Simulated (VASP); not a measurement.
A run of VASP 6.6.1 is set up as follows.

Contents of INCAR:

```
  ALGO = Normal
  EDIFF = 1E-6
  ENCUT = 520
  GGA = PE
  ISIF = 2
  ISMEAR = -1
  LASPH = True
  LCHARG = False
  LREAL = False
  LWAVE = False
  NBANDS = 31
  NELM = 80
  PREC = Accurate
  SIGMA = 0.02
```

Contents of KPOINTS:

```
k-points
0
Gamma
  8 8 8
```

Contents of POSCAR:

```
AlGa2P3
1.0
   -1.9477744743      5.8417889627      2.7526988879
    1.9477744743     -5.8417889627      2.7526988879
    1.9477744743      5.8417889627     -2.7526988879
Al P Ga
1 3 2
Direct
   -0.0004322544     -0.0004322544      0.0000000000
    0.7509734293      0.2509734293      0.5000000000
    0.4159852116      0.2496267728      0.1663584388
    0.0832683340      0.2496267728      0.8336415612
    0.6668794411      0.0001026398      0.6667768014
    0.3333258384      0.0001026398      0.3332231986
```

Potentials or basis: VASP PAW PBE potentials, release 64 (Al, P, Ga_d).

The run is started by

```sh
$ cat potpaw_PBE.64/Al/POTCAR potpaw_PBE.64/P/POTCAR potpaw_PBE.64/Ga_d/POTCAR > POTCAR
$ mpirun -np 1 vasp_std > vasp.out
```

Task: Estimate the largest force.

Result: 0.005 eV/Å.

Task: Estimate the band gap on the k mesh.

Result: 1.68 eV (least direct gap 1.97 eV).

Task: What does it give for the pressure?

Result: 0.0 GPa.

Forces on the atoms (eV/Å):
```
Al   0.000  0.000  0.000
P    0.000  0.000  0.005
P    0.000 -0.004 -0.003
P    0.000  0.004 -0.003
Ga   0.000  0.000  0.001
Ga   0.000  0.000  0.001
```

A k mesh can miss the band edges.
